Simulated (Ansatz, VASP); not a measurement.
# SnTe: VASP beside Ansatz

```
Sn Te
1.0
     3.15085    3.15085    0.00000
    -3.15085    3.15085    0.00000
     0.00000    3.15085    3.15085
Sn Te
1 1
Direct
  0.00000 0.00000 0.00000
  0.50000 0.50000 0.00000
```

Alike in both runs: task relaxation of cell and atoms; functional PBEsol; k mesh 10 × 10 × 10; occupations fermi-dirac, width 0.05 eV; no spin polarisation.

|  | VASP | Ansatz |
| --- | --- | --- |
| version | VASP 6.6.1 | Ansatz 0.2.0 |
| potentials or method | VASP PAW PBE potentials, release 64 (Sn_d, Te) | PAW with Ansatz's default frozen-core files, scalar-relativistic |
| plane-wave cutoff (eV) | 600 | 420 |
| valence electrons in the cell | 20 | 30 |

VASP gave:

* relaxed volume (Å³/atom): 31.11
* relaxed length of the cell vector where the two differ most in proportion (Å): 4.448

Problem. Which values does Ansatz return?

Solution. Relaxed volume (Å³/atom): 31.08; relaxed length of the cell vector where the two differ most in proportion (Å): 4.447.

VASP's potentials were made for PBE, not for PBEsol. VASP's potentials hold 20 valence electrons a cell and Ansatz's 30, so a difference there can come from the potentials and not from the codes.

Spin-orbit coupling is off throughout.
